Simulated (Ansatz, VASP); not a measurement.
**One calculation of TaN, two programs**

File INCAR:

```
SYSTEM = TaN
  ALGO = Normal
  EDIFF = 1E-6
  ENCUT = 520
  GGA = PS
  ISIF = 2
  ISMEAR = 0
  LASPH = .TRUE.
  LCHARG = .FALSE.
  LREAL = .FALSE.
  LWAVE = .FALSE.
  NBANDS = 24
  NELM = 80
  PREC = Accurate
  SIGMA = 0.15
```

KPOINTS

```
k-points
0
G
  15 15 8
  0 0 0
```

POSCAR

```
TaN
1.0
    2.8891806446      0.0000000000      0.0000000000
   -1.4445903223      2.5021038344      0.0000000000
    0.0000000000      0.0000000000      5.8600190937
Ta N
2 2
Direct
   -0.0189240748     -0.0378481495      0.0000000000
    0.0189240748      0.0378481495      0.5000000000
    0.3333333333      0.6666666667      0.2500000000
    0.6666666667      0.3333333333      0.7500000000
```

Input for Ansatz:

```yaml
crystal:
  lattice:
    - [2.8891806446, 0.0, 0.0]
    - [-1.4445903223, 2.5021038344, 0.0]
    - [0.0, 0.0, 5.8600190937]
  atoms:
    - { symbol: Ta, position: [-0.0189240748, -0.0378481495, 0.0] }
    - { symbol: Ta, position: [0.0189240748, 0.0378481495, 0.5] }
    - { symbol: "N", position: [0.3333333333, 0.6666666667, 0.25] }
    - { symbol: "N", position: [0.6666666667, 0.3333333333, 0.75] }
basis:
  ecutwfc: 520.0
kpoints:
  mp_grid: { grid: [15, 15, 8] }
hamiltonian:
  xc: pbesol
  pseudopotentials: { kind: paw, azcp: { folder: soft_1 } }
scf:
  occupations: { method: gaussian, width: 0.15 }
output:
  forces: true
  stress: true
  eigenvalues: true
```

Change from the starting cell: mode 4 frozen in at +0.000 Å and mode 5 at -0.095 Å (largest displacements).

Alike in both runs: task single point; functional PBEsol; k mesh 15 × 15 × 8; occupations gaussian, width 0.15 eV; no spin polarisation.

```csv
,VASP,Ansatz
version,VASP 6.6.1,Ansatz 0.2.0
potentials or method,"VASP PAW PBE potentials, release 64 (Ta_pv, N), cutoff 520 eV","scalar-relativistic, plane waves, PAW"
valence electrons in the cell,32,36
```

Ansatz gave:

```
gap on the k mesh at the Fermi level (eV)                     : none
pressure (GPa)                                                : 1.5
traceless stress, the component that is largest in VASP (GPa) : 0.76
rms of the force components (eV/Å)                            : 0.559
```

**Question.** Estimate VASP's values.

**Answer.** gap on the k mesh at the Fermi level (eV): none; pressure (GPa): 2.5; traceless stress, the component that is largest in VASP (GPa): 0.89; rms of the force components (eV/Å): 0.563.

VASP's potentials were made for PBE, not for PBEsol, and Ansatz warns of the same on its side. Atom by atom the forces differ by 0.003 eV/Å (rms over components). A gap of «none» marks a metal or a gap that the smearing closes. VASP's potentials hold 32 valence electrons a cell and Ansatz's 36, so a difference there can come from the potentials and not from the codes.

Neither program's run includes spin-orbit coupling.
